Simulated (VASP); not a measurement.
# Ca (Pm-3m) in VASP: further runs, part 2 of 2

VASP 6.6.1. Earlier steps stand in the parts before.

## Step 4: Single point, PBE

This run uses another cell than the first one, of 42.83 Å³/atom.

Contents of INCAR:

```
SYSTEM = Ca
PREC = Accurate
ENCUT = 520
EDIFF = 1E-6
ISMEAR = -1
SIGMA = 0.06122561905347299
LREAL = .False.
LASPH = .True.
NELM = 80
ALGO = Normal
ISIF = 2
LWAVE = .False.
LCHARG = .False.
GGA = PE
NBANDS = 11
```

Contents of KPOINTS:

```
Automatic mesh
0
Gamma
  11 11 11
  0 0 0
```

Contents of POSCAR:

```
Ca
1.0
    3.4987905154      0.0000000000      0.0000000000
    0.0000000000      3.4987905154      0.0000000000
    0.0000000000      0.0000000000      3.4987905154
Ca
1
Direct
    0.0000000000      0.0000000000      0.0000000000
```

Potentials or basis: VASP PAW PBE potentials, release 64 (Ca_sv).

Started as:

```sh
cat potpaw_PBE.64/Ca_sv/POTCAR > POTCAR
mpirun -np 1 vasp_std > vasp.out
```

OUTCAR:

```text
SYSTEM = Ca
   PREC = Accurate
   ENCUT = 520
   EDIFF = 1E-6
   ISMEAR = -1
   LREAL = .False.
   LASPH = .True.
   NELM = 80
   ISIF = 2
   GGA = PE

 ion  position               nearest neighbor table
   1  0.000  0.000  0.000-

  LATTYP: Found a simple cubic cell.
 ALAT       =     3.4987905154

  Lattice vectors:

 A1 = (   3.4987905154,   0.0000000000,   0.0000000000)
 A2 = (   0.0000000000,   3.4987905154,   0.0000000000)
 A3 = (   0.0000000000,   0.0000000000,   3.4987905154)

Analysis of symmetry for initial positions (statically):
=====================================================================
 Subroutine PRICEL returns:
 Original cell was already a primitive cell.

 Routine SETGRP: Setting up the symmetry group for a
 simple cubic supercell.

 Subroutine GETGRP returns: Found 48 space group operations
 (whereof 48 operations were pure point group operations)
 out of a pool of 48 trial point group operations.

The static configuration has the point symmetry O_h .

Analysis of symmetry for dynamics (positions and initial velocities):
=====================================================================
 Subroutine PRICEL returns:
 Original cell was already a primitive cell.

 Routine SETGRP: Setting up the symmetry group for a
 simple cubic supercell.

 Subroutine GETGRP returns: Found 48 space group operations
 (whereof 48 operations were pure point group operations)
 out of a pool of 48 trial point group operations.

The dynamic configuration has the point symmetry O_h .

 Subroutine INISYM returns: Found 48 space group operations
 (whereof 48 operations are pure point group operations),
 and found     1 'primitive' translations

----------------------------------------------------------------------------------------

                                     Primitive cell

  volume of cell :      42.8306

  direct lattice vectors                    reciprocal lattice vectors
     3.498790515  0.000000000  0.000000000     0.285813053  0.000000000  0.000000000
     0.000000000  3.498790515  0.000000000     0.000000000  0.285813053  0.000000000
     0.000000000  0.000000000  3.498790515     0.000000000  0.000000000  0.285813053

  length of vectors
     3.498790515  3.498790515  3.498790515     0.285813053  0.285813053  0.285813053

  position of ions in fractional coordinates (direct lattice)
     0.000000000  0.000000000  0.000000000

  ion indices of the primitive-cell ions
   primitive index   ion index
                 1           1

----------------------------------------------------------------------------------------

 KPOINTS: Automatic mesh

Automatic generation of k-mesh.
 Grid dimensions read from file:
 generate k-points for:   11   11   11

 Generating k-lattice:

  Cartesian coordinates                     Fractional coordinates (reciprocal lattice)
     0.025983005  0.000000000  0.000000000     0.090909091  0.000000000  0.000000000
     0.000000000  0.025983005  0.000000000     0.000000000  0.090909091  0.000000000
     0.000000000  0.000000000  0.025983005     0.000000000  0.000000000  0.090909091

  Length of vectors
     0.025983005  0.025983005  0.025983005

  Shift w.r.t. Gamma in fractional coordinates (k-lattice)
     0.000000000  0.000000000  0.000000000

 Subroutine IBZKPT returns following result:
 ===========================================

 Found     56 irreducible k-points:

 Following reciprocal coordinates:
            Coordinates               Weight
  0.000000  0.000000  0.000000      1.000000
  0.090909  0.000000  0.000000      6.000000
  0.181818  0.000000  0.000000      6.000000
  0.272727  0.000000  0.000000      6.000000
  0.363636  0.000000  0.000000      6.000000
  0.454545  0.000000  0.000000      6.000000
[... 16 lines left out ...]
  0.181818  0.090909  0.090909     24.000000
  0.272727  0.090909  0.090909     24.000000
 [... further k-points ...]
   k-points           NKPTS =     56   k-points in BZ     NKDIM =     56   number of bands    NBANDS=     11
   number of dos      NEDOS =    301   number of ions     NIONS =      1
   total plane-waves  NPLWV =  21952
   dimension x,y,z NGX =    28 NGY =   28 NGZ =   28
   dimension x,y,z NGXF=    56 NGYF=   56 NGZF=   56
   ions per type =               1
   NGX,Y,Z   is equivalent  to a cutoff of  13.30, 13.30, 13.30 a.u.
   NGXF,Y,Z  is equivalent  to a cutoff of  26.61, 26.61, 26.61 a.u.
 SYSTEM =  Ca
   PREC   = accura    normal or accurate (medium, high low for compatibility)
   ISTART =      0    job   : 0-new  1-cont  2-samecut
   ICHARG =      2    charge: 1-file 2-atom 10-const
   ISPIN  =      1    spin polarized calculation?
   LNONCOLLINEAR =      F non collinear calculations
   LSORBIT =      F    spin-orbit coupling
   LASPH  =      T    aspherical Exc in radial PAW
   ENCUT  =  520.0 eV  38.22 Ry    6.18 a.u.   6.51  6.51  6.51*2*pi/ulx,y,z
   NELM   =     80;   NELMIN=  2; NELMDL= -5     # of ELM steps
   EDIFF  = 0.1E-05   stopping-criterion for ELM
   LREAL  =      F    real-space projection
   EDIFFG = 0.1E-04   stopping-criterion for IOM
   NSW    =      0    number of steps for IOM
   IBRION =     -1    ionic relax: 0-MD 1-quasi-New 2-CG
   NFREE  =      0    steps in history (QN), initial steepest desc. (CG)
   ISIF   =      2    stress and relaxation
   ISYM   =      2    0-nonsym 1-usesym 2-fastsym
   POTIM  = 0.5000    time-step for ionic-motion
   TEBEG  =    0.0;   TEEND  =   0.0 temperature during run
   PSTRESS=    0.0 pullay stress
   NELECT =      10.0000    total number of electrons
   NUPDOWN=      -1.0000    fix difference up-down
   EMIN   =  10.00;   EMAX   =-10.00  energy-range for DOS
   EFERMI =   0.00;   METHOD = LEGACY
   ISMEAR =    -1;   SIGMA  =   0.06  broadening in eV -4-tet -1-fermi 0-gaus
   EFERMI_NEDOS =   21; number of points for ismear=-14 and -15
   IALGO  =     38    algorithm
   IMIX   =      4    mixing-type and parameters
     AMIX     =   0.40;   BMIX     =  1.00
     AMIX_MAG =   1.60;   BMIX_MAG =  1.00
  volume/ion in A,a.u.               =      42.83       289.03
  Fermi-wavevector in a.u.,A,eV,Ry     =   1.008069  1.904974 13.826280  1.016203
  Thomas-Fermi vector in A             =   2.140913
   LORBIT       =      0    0 simple, 1 ext, 2 COOP (PROOUT), +10 PAW based schemes
   GGA     = PE    functional components
   LHFCALC =     F    Hartree Fock is set to
   AEXX    =    0.0000 exact exchange contribution
   IVDW    =     0    specifies the selected vdW correction
   LEPSILON=     F    determine dielectric tensor
   LRPA    =     F    only Hartree local field effects (RPA)
 non-spin polarized calculation
  energy-cutoff  :      520.00
  volume of cell :       42.83
 maximum number of plane-waves:      1189
 NGX is ok and might be reduce to    28
   NGX = 13   NGY = 13   NGZ = 13

 number of electron      10.0000000 magnetization

 number of electron       9.9999998 magnetization

 Free energy of the ion-electron system (eV)
  ---------------------------------------------------
  ext. energy  EPLUGINS =         0.00000000
  ---------------------------------------------------
  free energy    TOTEN  =        -1.54061094 eV

  energy without entropy =       -1.52798737  energy(sigma->0) =       -1.53429915

 E-fermi :   1.7972     XC(G=0):  -7.6673

 val. band max:        1.7263976844   @ k =   0.4545   0.1818   0.0909
 cond. band min:       1.8272022333   @ k =   0.4545   0.3636   0.2727
 fundamental gap:      0.1008045488
 Fermi energy:         1.7971804674

 k-point     1 :       0.0000    0.0000    0.0000
  band No.  band energies     occupation
      1     -40.3915      2.00000
      2     -21.2783      2.00000
      3     -21.2783      2.00000
      4     -21.2783      2.00000
      5      -2.0447      2.00000
      6       2.6367      0.00000
      7       2.6367      0.00000
      8       5.9171      0.00000
      9       5.9171      0.00000
     10       5.9171      0.00000
     11      10.4590      0.00000

 k-point     2 :       0.0909    0.0000    0.0000
  band No.  band energies     occupation
      1     -40.3900      2.00000
      2     -21.2959      2.00000
      3     -21.2769      2.00000
      4     -21.2769      2.00000
      5      -1.9270      2.00000
      6       2.6726      0.00000
      7       2.6734      0.00000
      8       5.7858      0.00000
      9       5.7858      0.00000
     10       5.9259      0.00000
     11       9.7023      0.00000
[... 295 lines left out ...]
 k-point    24 :       0.2727    0.0909    0.0909
  band No.  band energies     occupation
      1     -40.3777      2.00000
      2     -21.3998      2.00000
      3     -21.2840      2.00000
      4     -21.2826      2.00000
      5      -0.8213      2.00000
      6       2.7468      0.00000
      7       3.0003      0.00000
      8       4.9718      0.00000
      9       4.9817      0.00000
     10       5.7490      0.00000
     11       7.8537      0.00000

 [... further k-points ...]
[... 5 lines left out ...]
  --------------------------------------------------------------------------------------
  -------------------------------------------------------------------------------------
  Total        0.0623179      0.0623179      0.0623179      0.0000000     -0.0000000      0.0000000
  in kB        2.3311456      2.3311456      2.3311456      0.0000000     -0.0000000      0.0000000
  external PRESSURE =       2.3311456 kB  Pullay stress =       0.0000000 kB

 VOLUME and BASIS-vectors are now :
 -----------------------------------------------------------------------------
  energy-cutoff  :      520.00
  volume of cell :       42.83
      direct lattice vectors                 reciprocal lattice vectors
     3.498790515  0.000000000  0.000000000     0.285813053  0.000000000  0.000000000
     0.000000000  3.498790515  0.000000000     0.000000000  0.285813053  0.000000000
     0.000000000  0.000000000  3.498790515     0.000000000  0.000000000  0.285813053

 POSITION                                       TOTAL-FORCE (eV/Angst)
 -----------------------------------------------------------------------------------
      0.00000      0.00000      0.00000         0.000000      0.000000      0.000000
 -----------------------------------------------------------------------------------
    total drift:                               -0.000000      0.000000     -0.000000

  FREE ENERGIE OF THE ION-ELECTRON SYSTEM (eV)
  ---------------------------------------------------
  free  energy   TOTEN  =        -1.5406109403 eV

  energy  without entropy=       -1.5279873669  energy(sigma->0) =       -1.53429915
```

stdout:

```text
POSCAR found type information on POSCAR Ca
 POSCAR found :  1 types and       1 ions
 scaLAPACK will be used
 LDA part: xc-table for (Slater+PW92), standard interpolation
 POSCAR, INCAR and KPOINTS ok, starting setup
 FFT: planning ... GRIDC
 FFT: planning ... GRID_SOFT
 FFT: planning ... GRID
 WAVECAR not read
 entering main loop
```

It took 22 s on 1 thread of Intel Xeon Platinum 8259CL at 2.50GHz (Skylake/Cascade Lake), shared host; peak memory 0.16 GiB.

What came out:

```yaml
Free_energy: -1.5406 eV
Pressure: 0.2 GPa
Band_gap_on_the_k_mesh: zero (bands 5 and 6 overlap by 0.89 eV)
```

## Step 5: Single point, PBE

This run uses another cell than the first one, of 43.70 Å³/atom.

Contents of INCAR:

```
SYSTEM = Ca
PREC     = Accurate       ! precision mode
ENCUT    = 520            ! plane-wave cutoff, eV
EDIFF    = 1E-6           ! SCF threshold, eV
ISMEAR   = -1             ! smearing method
SIGMA    = 0.06122561905347299 ! smearing width, eV
LREAL    = .FALSE.        ! projectors in reciprocal space
LASPH    = .TRUE.         ! aspherical terms in the spheres
NELM     = 100            ! most SCF steps
ALGO     = Normal         ! electronic algorithm
ISIF     = 2              ! what is computed and relaxed
LWAVE    = .FALSE.        ! write WAVECAR
LCHARG   = .FALSE.        ! write CHGCAR
GGA      = PE             ! functional
NBANDS   = 11             ! bands
```

Contents of KPOINTS:

```
regular mesh
0
G
  11 11 11
  0 0 0
```

Contents of POSCAR:

```
Ca
1.0
    3.5224317090      0.0000000000      0.0000000000
    0.0000000000      3.5224317090      0.0000000000
    0.0000000000      0.0000000000      3.5224317090
Ca
1
Direct
    0.0000000000      0.0000000000      0.0000000000
```

Started as:

```sh
cat potpaw_PBE.64/Ca_sv/POTCAR > POTCAR
mpirun -np 1 vasp_std > vasp.out
```

Run time: 21 s. Hardware: 1 thread of Intel Xeon Platinum 8259CL at 2.50GHz (Skylake/Cascade Lake), shared host; peak memory 0.16 GiB.

It converged, with:

```
Free energy            : -1.5415 eV
Pressure               : 0.0 GPa
Band gap on the k mesh : zero (bands 5 and 6 overlap by 0.92 eV)
```

Levels at points of the mesh, in eV from the Fermi level:
```
           k point  band 3  band 4  band 5  band 6  band 7  band 8
(0.00, 0.00, 0.00)  -23.12  -23.12   -3.81    0.84    0.84    4.05
```

## Step 6: The runs side by side

```csv
cell,gap on the mesh (eV),pressure (GPa)
"a = 3.451 Å, 1 atom",none,0.8
"a = 3.475 Å, 1 atom",none,0.5
"a = 3.499 Å, 1 atom",none,0.2
"a = 3.522 Å, 1 atom",none,0.0
```

Alike in all rows: task single point; level PBE; potentials or basis VASP PAW PBE potentials, release 64 (Ca_sv); no spin polarisation; k mesh 11 × 11 × 11; cutoff (eV) 520; smearing fermi-dirac 0.0612256 eV.

Total energies depend on the potentials used, so only differences within one code and one set of settings carry meaning.
